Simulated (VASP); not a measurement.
Here is a VASP 6.6.1 calculation.

File INCAR:

```
ALGO = Normal
EDIFF = 1E-6
ENCUT = 600
GGA_COMPAT = F
ISIF = 2
ISMEAR = 0
LASPH = T
LCHARG = T
LELF = T
LREAL = F
LVHAR = T
LWAVE = F
NBANDS = 12
NELM = 120
PREC = Accurate
SIGMA = 0.1
```

File KPOINTS:

```
k-points
0
Gamma
  8 8 8
```

Contents of POSCAR:

```
AlOs
1.0
    2.9367129308      0.0000000000      0.0000000000
    0.0000000000      2.9367129308      0.0000000000
    0.0000000000      0.0000000000      2.9367129308
Al Os
1 1
Direct
    0.0000000000      0.0000000000      0.0000000000
    0.5000000000      0.5000000000      0.5000000000
```

Potentials or basis: VASP PAW LDA potentials, release 64 (Al, Os).

Command:

```sh
$ cat potpaw_LDA.64/Al/POTCAR potpaw_LDA.64/Os/POTCAR > POTCAR
$ mpirun -np 1 vasp_std > vasp.out
```

Problem. Estimate the pressure.

Solution. 12.2 GPa.
